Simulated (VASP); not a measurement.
# Ag (I4/mmm) in VASP: a series of runs

Runs on Ag. Level: PBEsol. Tasks: single point.

All numbers are computed with VASP 6.6.1; they aren't measurements. Logs are shortened: lines on timing, memory, paths and dates and some standing lists are left out, and cuts for length are marked.

**1. The cell of the first run**

It takes space group I4/mmm (No. 139, tetragonal). Conventional cell: a = 3.035 Å, b = 3.035 Å, c = 3.642 Å, α = 90.00°, β = 90.00°, γ = 90.00°. Ag (site symmetry 4/mmm) has 14 Ag at 2.81 to 3.64 Å within 3.7 Å.

**2. Single point, PBEsol**

INCAR

```
SYSTEM = Ag
PREC = Accurate ; ENCUT = 520
EDIFF = 1E-6 ; ISMEAR = 0
SIGMA = 0.15 ; LREAL = .FALSE.
LASPH = .TRUE. ; NELM = 60
ALGO = Fast ; ISIF = 2
LWAVE = .FALSE. ; LCHARG = .TRUE.
GGA = PS ; LELF = .TRUE.
LVHAR = .TRUE. ; NBANDS = 12
```

KPOINTS

```
regular mesh
0
G
  28 28 28
  0 0 0
```

POSCAR

```
Ag
1.0
   -1.5174745439      1.5174745439      1.8209694527
    1.5174745439     -1.5174745439      1.8209694527
    1.5174745439      1.5174745439     -1.8209694527
Ag
1
Direct
    0.0000000000      0.0000000000      0.0000000000
```

Potentials or basis: VASP PAW PBE potentials, release 64 (Ag).

Started as:

```console
$ cat potpaw_PBE.64/Ag/POTCAR > POTCAR
$ mpirun -np 1 vasp_std > vasp.out
```

OUTCAR:

```text
SYSTEM = Ag
   PREC = Accurate
   ENCUT = 520
   EDIFF = 1E-6
   ISMEAR = 0
   LREAL = .FALSE.
   LASPH = .TRUE.
   NELM = 60
   ISIF = 2
   GGA = PS

 ion  position               nearest neighbor table
   1  0.000  0.000  0.000-

  LATTYP: Found a body centered tetragonal cell.
 ALAT       =     3.0349490878
 C/A-ratio  =     1.2000000000

  Lattice vectors:

 A1 = (  -1.5174745439,   1.5174745439,   1.8209694527)
 A2 = (   1.5174745439,  -1.5174745439,   1.8209694527)
 A3 = (   1.5174745439,   1.5174745439,  -1.8209694527)

Analysis of symmetry for initial positions (statically):
=====================================================================
 Subroutine PRICEL returns:
 Original cell was already a primitive cell.

 Routine SETGRP: Setting up the symmetry group for a
 body centered tetragonal supercell.

 Subroutine GETGRP returns: Found 16 space group operations
 (whereof 16 operations were pure point group operations)
 out of a pool of 16 trial point group operations.

The static configuration has the point symmetry D_4h.

Analysis of symmetry for dynamics (positions and initial velocities):
=====================================================================
 Subroutine PRICEL returns:
 Original cell was already a primitive cell.

 Routine SETGRP: Setting up the symmetry group for a
 body centered tetragonal supercell.

 Subroutine GETGRP returns: Found 16 space group operations
 (whereof 16 operations were pure point group operations)
 out of a pool of 16 trial point group operations.

The dynamic configuration has the point symmetry D_4h.

 Subroutine INISYM returns: Found 16 space group operations
 (whereof 16 operations are pure point group operations),
 and found     1 'primitive' translations

----------------------------------------------------------------------------------------

                                     Primitive cell

  volume of cell :      16.7728

  direct lattice vectors                    reciprocal lattice vectors
    -1.517474544  1.517474544  1.820969453     0.000000000  0.329494819  0.274579016
     1.517474544 -1.517474544  1.820969453     0.329494819  0.000000000  0.274579016
     1.517474544  1.517474544 -1.820969453     0.329494819  0.329494819  0.000000000

  length of vectors
     2.814495999  2.814495999  2.814495999     0.428906134  0.428906134  0.465976042

  position of ions in fractional coordinates (direct lattice)
     0.000000000  0.000000000  0.000000000

  ion indices of the primitive-cell ions
   primitive index   ion index
                 1           1

----------------------------------------------------------------------------------------

 KPOINTS: regular mesh

Automatic generation of k-mesh.
 Grid dimensions read from file:
 generate k-points for:   28   28   28

 Generating k-lattice:

  Cartesian coordinates                     Fractional coordinates (reciprocal lattice)
     0.000000000  0.011767672  0.009806393     0.035714286  0.000000000 -0.000000000
     0.011767672  0.000000000  0.009806393     0.000000000  0.035714286 -0.000000000
     0.011767672  0.011767672  0.000000000     0.000000000  0.000000000  0.035714286

  Length of vectors
     0.015318076  0.015318076  0.016642001

  Shift w.r.t. Gamma in fractional coordinates (k-lattice)
     0.000000000  0.000000000  0.000000000

 Subroutine IBZKPT returns following result:
 ===========================================

 Found   1639 irreducible k-points:

 Following reciprocal coordinates:
            Coordinates               Weight
  0.000000  0.000000  0.000000      1.000000
  0.035714  0.000000 -0.000000      8.000000
  0.071429  0.000000 -0.000000      8.000000
  0.107143  0.000000 -0.000000      8.000000
  0.142857  0.000000  0.000000      8.000000
  0.178571  0.000000 -0.000000      8.000000
[... 16 lines left out ...]
  0.285714  0.035714  0.000000     16.000000
  0.321429  0.035714  0.000000     16.000000
 [... further k-points ...]
   k-points           NKPTS =   1639   k-points in BZ     NKDIM =   1639   number of bands    NBANDS=     12
   number of dos      NEDOS =    301   number of ions     NIONS =      1
   total plane-waves  NPLWV =  13824
   dimension x,y,z NGX =    24 NGY =   24 NGZ =   24
   dimension x,y,z NGXF=    48 NGYF=   48 NGZF=   48
   ions per type =               1
   NGX,Y,Z   is equivalent  to a cutoff of  14.18, 14.18, 14.18 a.u.
   NGXF,Y,Z  is equivalent  to a cutoff of  28.35, 28.35, 28.35 a.u.
 SYSTEM =  Ag
   PREC   = accura    normal or accurate (medium, high low for compatibility)
   ISTART =      0    job   : 0-new  1-cont  2-samecut
   ICHARG =      2    charge: 1-file 2-atom 10-const
   ISPIN  =      1    spin polarized calculation?
   LNONCOLLINEAR =      F non collinear calculations
   LSORBIT =      F    spin-orbit coupling
   LASPH  =      T    aspherical Exc in radial PAW
   ENCUT  =  520.0 eV  38.22 Ry    6.18 a.u.   5.23  5.23  5.23*2*pi/ulx,y,z
   NELM   =     60;   NELMIN=  2; NELMDL= -5     # of ELM steps
   EDIFF  = 0.1E-05   stopping-criterion for ELM
   LREAL  =      F    real-space projection
   EDIFFG = 0.1E-04   stopping-criterion for IOM
   NSW    =      0    number of steps for IOM
   IBRION =     -1    ionic relax: 0-MD 1-quasi-New 2-CG
   NFREE  =      0    steps in history (QN), initial steepest desc. (CG)
   ISIF   =      2    stress and relaxation
   ISYM   =      2    0-nonsym 1-usesym 2-fastsym
   POTIM  = 0.5000    time-step for ionic-motion
   TEBEG  =    0.0;   TEEND  =   0.0 temperature during run
   PSTRESS=    0.0 pullay stress
   NELECT =      11.0000    total number of electrons
   NUPDOWN=      -1.0000    fix difference up-down
   EMIN   =  10.00;   EMAX   =-10.00  energy-range for DOS
   EFERMI =   0.00;   METHOD = LEGACY
   ISMEAR =     0;   SIGMA  =   0.15  broadening in eV -4-tet -1-fermi 0-gaus
   EFERMI_NEDOS =   21; number of points for ismear=-14 and -15
   IALGO  =     68    algorithm
   IMIX   =      4    mixing-type and parameters
     AMIX     =   0.40;   BMIX     =  1.00
     AMIX_MAG =   1.60;   BMIX_MAG =  1.00
  volume/ion in A,a.u.               =      16.77       113.19
  Fermi-wavevector in a.u.,A,eV,Ry     =   1.422342  2.687836 27.525341  2.023056
  Thomas-Fermi vector in A             =   2.543056
   LORBIT       =      0    0 simple, 1 ext, 2 COOP (PROOUT), +10 PAW based schemes
   GGA     = PS    functional components
   LHFCALC =     F    Hartree Fock is set to
   AEXX    =    0.0000 exact exchange contribution
   IVDW    =     0    specifies the selected vdW correction
   LEPSILON=     F    determine dielectric tensor
   LRPA    =     F    only Hartree local field effects (RPA)
 non-spin polarized calculation
 RMM-DIIS sequential band-by-band and
 Gauss-broadening in eV      SIGMA  =   0.15
  energy-cutoff  :      520.00
  volume of cell :       16.77
 maximum number of plane-waves:       469
 NGX is ok and might be reduce to    24
   NGX = 11   NGY = 11   NGZ = 11

 number of electron      11.0000003 magnetization

 Free energy of the ion-electron system (eV)
  ---------------------------------------------------
  ext. energy  EPLUGINS =         0.00000000
  ---------------------------------------------------
  free energy    TOTEN  =        -3.29086931 eV

  energy without entropy =       -3.28794840  energy(sigma->0) =       -3.28940886

 E-fermi :   8.4592     XC(G=0): -12.5097

 val. band max:        8.4544190230   @ k =  -0.3214  -0.3929   0.3214
 cond. band min:       8.4614588662   @ k =  -0.3571   0.3929   0.1429
 fundamental gap:      0.0070398432
 Fermi energy:         8.4592034856

 k-point     1 :       0.0000    0.0000    0.0000
  band No.  band energies     occupation
      1       0.5130      2.00000
      2       3.4063      2.00000
      3       3.4063      2.00000
      4       4.1331      2.00000
      5       4.2990      2.00000
      6       5.0668      2.00000
      7      24.9123      0.00000
      8      27.3895      0.00000
      9      27.3895      0.00000
     10      29.9929      0.00000
     11      33.0558      0.00000
     12      33.2165      0.00000

 k-point     2 :       0.0357    0.0000   -0.0000
  band No.  band energies     occupation
      1       0.5542      2.00000
      2       3.4080      2.00000
      3       3.4174      2.00000
      4       4.1344      2.00000
      5       4.2963      2.00000
      6       5.0590      2.00000
      7      24.9161      0.00000
      8      27.2313      0.00000
      9      27.4155      0.00000
     10      29.7363      0.00000
     11      32.9363      0.00000
     12      33.4137      0.00000

 k-point     3 :       0.0714    0.0000   -0.0000
  band No.  band energies     occupation
      1       0.6763      2.00000
      2       3.4128      2.00000
      3       3.4465      2.00000
      4       4.1423      2.00000
      5       4.2900      2.00000
      6       5.0371      2.00000
      7      24.8886      0.00000
      8      26.7331      0.00000
      9      27.4899      0.00000
     10      29.3510      0.00000
     11      32.2894      0.00000
     12      33.8100      0.00000
[... 286 lines left out ...]
 k-point    23 :       0.2857    0.0357    0.0000
  band No.  band energies     occupation
      1       2.1179      2.00000
      2       3.3274      2.00000
      3       4.2842      2.00000
      4       4.3845      2.00000
      5       4.9257      2.00000
      6       5.1987      2.00000
      7      17.9457      0.00000
      8      24.0130      0.00000
      9      26.3404      0.00000
     10      29.6035      0.00000
     11      30.2912      0.00000
     12      31.8439      0.00000

 k-point    24 :       0.3214    0.0357    0.0000
  band No.  band energies     occupation
      1       2.1187      2.00000
      2       3.2682      2.00000
      3       4.2668      2.00000
      4       4.8211      2.00000
      5       5.0463      2.00000
      6       5.5553      2.00000
      7      16.5887      0.00000
      8      23.6569      0.00000
      9      25.7868      0.00000
     10      29.7031      0.00000
     11      30.2722      0.00000
     12      31.9776      0.00000

 [... further k-points ...]
[... 5 lines left out ...]
  --------------------------------------------------------------------------------------
  -------------------------------------------------------------------------------------
  Total       -0.1320869     -0.1320869      0.1272759      0.0000000     -0.0000000      0.0000000
  in kB      -12.6172539    -12.6172539     12.1576950      0.0000000     -0.0000000      0.0000000
  external PRESSURE =      -4.3589376 kB  Pullay stress =       0.0000000 kB

 VOLUME and BASIS-vectors are now :
 -----------------------------------------------------------------------------
  energy-cutoff  :      520.00
  volume of cell :       16.77
      direct lattice vectors                 reciprocal lattice vectors
    -1.517474544  1.517474544  1.820969453     0.000000000  0.329494819  0.274579016
     1.517474544 -1.517474544  1.820969453     0.329494819  0.000000000  0.274579016
     1.517474544  1.517474544 -1.820969453     0.329494819  0.329494819  0.000000000

 POSITION                                       TOTAL-FORCE (eV/Angst)
 -----------------------------------------------------------------------------------
      0.00000      0.00000      0.00000         0.000000      0.000000      0.000000
 -----------------------------------------------------------------------------------
    total drift:                                0.000000      0.000000      0.000000

  FREE ENERGIE OF THE ION-ELECTRON SYSTEM (eV)
  ---------------------------------------------------
  free  energy   TOTEN  =        -3.2908693131 eV

  energy  without entropy=       -3.2879483977  energy(sigma->0) =       -3.28940886
```

Run time: 2.9 min. Hardware: 1 thread of Intel Xeon 6975P-C, shared host; peak memory 0.42 GiB.

Results:

```yaml
Free_energy: -3.2909 eV
Pressure: -0.4 GPa
```

Levels at points of the mesh, in eV from the Fermi level:
```csv
k point,band 4,band 5,band 6,band 7,band 8,band 9
"(0.00, 0.00, 0.00)",-4.33,-4.16,-3.39,16.45,18.93,18.93
"(0.50, 0.00, 0.00)",-3.20,-2.68,-0.43,3.81,14.46,16.21
"(0.50, 0.50, 0.00)",-3.10,-2.49,0.65,5.55,11.73,12.16
"(0.50, 0.50, 0.50)",-2.70,-2.70,3.73,8.80,8.80,9.77
```

Caveat: the PAW data sets were made with another functional, which shifts forces and pressure a little.

**3. Single point, PBEsol**

INCAR

```
  PREC = Accurate
  ENCUT = 520
  EDIFF = 1E-6
  ISMEAR = 0
  SIGMA = 0.15
  LREAL = False
  LASPH = True
  NELM = 100
  ALGO = Fast
  ISIF = 2
  LWAVE = False
  LCHARG = False
  GGA = PS
  NBANDS = 12
```

KPOINTS

```
regular mesh
0
Gamma
  28 28 28
```

POSCAR

```
Ag
1.0
   -1.7517963973      1.7517963973      1.3664011899
    1.7517963973     -1.7517963973      1.3664011899
    1.7517963973      1.7517963973     -1.3664011899
Ag
1
Direct
    0.0000000000      0.0000000000      0.0000000000
```

Potentials or basis: VASP PAW PBE potentials, release 64 (Ag).

Started as:

```console
$ cat potpaw_PBE.64/Ag/POTCAR > POTCAR
$ mpirun -np 1 vasp_std > vasp.out
```

OUTCAR:

```text
PREC = Accurate
   ENCUT = 520
   EDIFF = 1E-6
   ISMEAR = 0
   LREAL = False
   LASPH = True
   NELM = 100
   ISIF = 2
   GGA = PS

 ion  position               nearest neighbor table
   1  0.000  0.000  0.000-

  LATTYP: Found a body centered tetragonal cell.
 ALAT       =     3.5035927946
 C/A-ratio  =     0.7800000000

  Lattice vectors:

 A1 = (  -1.7517963973,   1.7517963973,   1.3664011899)
 A2 = (   1.7517963973,  -1.7517963973,   1.3664011899)
 A3 = (   1.7517963973,   1.7517963973,  -1.3664011899)
[... 531 lines left out ...]
      3       4.7540      2.00000
      4       4.9633      2.00000
      5       5.3480      2.00000
      6       6.0092      2.00000
      7      18.5479      0.00000
      8      22.0693      0.00000
      9      23.0499      0.00000
     10      27.5515      0.00000
     11      28.2129      0.00000
     12      32.0249      0.00000

 [... further k-points ...]
[... 5 lines left out ...]
  --------------------------------------------------------------------------------------
  -------------------------------------------------------------------------------------
  Total       -0.1207686     -0.1207686      0.8284505      0.0000000     -0.0000000      0.0000000
  in kB      -11.5361053    -11.5361053     79.1355534      0.0000000     -0.0000000      0.0000000
  external PRESSURE =      18.6877810 kB  Pullay stress =       0.0000000 kB

 VOLUME and BASIS-vectors are now :
 -----------------------------------------------------------------------------
  energy-cutoff  :      520.00
  volume of cell :       16.77
      direct lattice vectors                 reciprocal lattice vectors
    -1.751796397  1.751796397  1.366401190     0.000000000  0.285421297  0.365924740
     1.751796397 -1.751796397  1.366401190     0.285421297  0.000000000  0.365924740
     1.751796397  1.751796397 -1.366401190     0.285421297  0.285421297  0.000000000

 POSITION                                       TOTAL-FORCE (eV/Angst)
 -----------------------------------------------------------------------------------
      0.00000      0.00000      0.00000         0.000000     -0.000000      0.000000
 -----------------------------------------------------------------------------------
    total drift:                                0.000000      0.000000     -0.000000

  FREE ENERGIE OF THE ION-ELECTRON SYSTEM (eV)
  ---------------------------------------------------
  free  energy   TOTEN  =        -3.2421392656 eV

  energy  without entropy=       -3.2395188243  energy(sigma->0) =       -3.24082904
```

stdout:

```text
POSCAR found type information on POSCAR Ag
 POSCAR found :  1 types and       1 ions
 scaLAPACK will be used
 -----------------------------------------------------------------------------
|                                                                             |
|                                                                             |
|     You enforced a specific xc type in the INCAR file but a different       |
|     I HOPE YOU KNOW WHAT YOU ARE DOING!                                     |
|                                                                             |
 -----------------------------------------------------------------------------

 LDA part: xc-table for (Slater+PW92), standard interpolation
 POSCAR, INCAR and KPOINTS ok, starting setup
 FFT: planning ... GRIDC
 FFT: planning ... GRID_SOFT
 FFT: planning ... GRID
 WAVECAR not read
 entering main loop
```

Wall time 2.6 min (1 thread of Intel Xeon 6975P-C, shared host); peak memory 0.42 GiB.

Results:

* Free energy: -3.2421 eV
* Pressure: 1.9 GPa

Stress tensor (GPa, compression positive):
```
-1.15  0.00  0.00
 0.00 -1.15  0.00
 0.00  0.00  7.91
```

Caveat: the PAW data sets were made with another functional, which shifts forces and pressure a little.

**4. Single point, PBEsol**

INCAR

```
SYSTEM = Ag
ALGO = Fast
EDIFF = 1E-7
ENCUT = 520
GGA = PS
ISIF = 2
ISMEAR = 0
LASPH = .True.
LCHARG = .False.
LREAL = .False.
LWAVE = .False.
NBANDS = 12
NELM = 100
PREC = Accurate
SIGMA = 0.15
```

KPOINTS

```
k-points
0
Gamma
  28 28 28
  0 0 0
```

POSCAR

```
Ag
1.0
   -1.4775223044      1.4775223044      1.9207789957
    1.4775223044     -1.4775223044      1.9207789957
    1.4775223044      1.4775223044     -1.9207789957
Ag
1
Direct
    0.0000000000      0.0000000000      0.0000000000
```

Started as:

```console
$ cat potpaw_PBE.64/Ag/POTCAR > POTCAR
$ mpirun -np 1 vasp_std > vasp.out
```

It took 2.8 min on 1 thread of Intel Xeon 6975P-C, shared host; peak memory 0.42 GiB.

It converged, with:

| Item | Value |
| --- | --- |
| Free energy | -3.3038 eV |
| Pressure | -0.9 GPa |

Stress tensor (GPa, compression positive):
```
-1.54  0.00  0.00
 0.00 -1.54  0.00
 0.00  0.00  0.47
```

Levels at points of the mesh, in eV from the Fermi level:
```csv
k point,band 4,band 5,band 6,band 7,band 8,band 9
"(0.00, 0.00, 0.00)",-4.48,-4.05,-3.52,16.13,19.30,19.30
"(0.50, 0.00, 0.00)",-3.07,-2.81,-0.49,3.71,14.95,17.03
"(0.50, 0.50, 0.00)",-2.92,-2.57,1.06,6.16,11.17,11.35
"(0.50, 0.50, 0.50)",-2.70,-2.70,2.58,8.29,9.69,9.69
```

Caveat: the PAW data sets were made with another functional, which shifts forces and pressure a little.

**5. Overview**

| cell | further INCAR settings | gap on the mesh (eV) | pressure (GPa) |
| --- | --- | --- | --- |
| a = 2.814 Å, angles 114.7, 114.7, 99.4°, 1 atom | ALGO = Fast; EDIFF = 1e-06; NBANDS = 12 | none | -0.4 |
| a = 2.829 Å, angles 103.5, 103.5, 122.2°, 1 atom | ALGO = Fast; EDIFF = 1e-06; NBANDS = 12 | none | 1.9 |
| a = 2.838 Å, angles 117.3, 117.3, 94.8°, 1 atom | ALGO = Fast; EDIFF = 1e-07; NBANDS = 12 | none | -0.9 |

Alike in all rows: task single point; level PBEsol; potentials or basis VASP PAW PBE potentials, release 64 (Ag); no spin polarisation; k mesh 28 × 28 × 28; cutoff (eV) 520; smearing gaussian 0.15 eV.

Caveats: the PAW data sets were made with another functional, which shifts forces and pressure a little.

Absolute energies hang on the potentials; compare differences alone.
